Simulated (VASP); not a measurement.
Here is a VASP 6.6.1 calculation.

The input INCAR:

```
ALGO = Normal ; EDIFF = 1E-6
ENCUT = 520 ; GGA = PE
ISIF = 2 ; ISMEAR = 1
LASPH = True ; LCHARG = True
LELF = True ; LREAL = False
LVHAR = True ; LWAVE = False
NBANDS = 11 ; NELM = 60
PREC = Accurate ; SIGMA = 0.01
```

KPOINTS

```
k-points
0
Gamma
  10 10 10
```

Contents of POSCAR:

```
Ca
1.0
    0.0000000000      2.7627089163      2.7627089163
    2.7627089163      0.0000000000      2.7627089163
    2.7627089163      2.7627089163      0.0000000000
Ca
1
Direct
    0.0000000000      0.0000000000      0.0000000000
```

Potentials or basis: VASP PAW PBE potentials, release 64 (Ca_sv).

Command:

```sh
$ cat potpaw_PBE.64/Ca_sv/POTCAR > POTCAR
$ mpirun -np 1 vasp_std > vasp.out
```

(1) Estimate the pressure.

(2) Estimate the band gap on the k mesh.

## Answers

(1) 0.0 GPa.

(2) zero (bands 5 and 6 overlap by 0.27 eV).
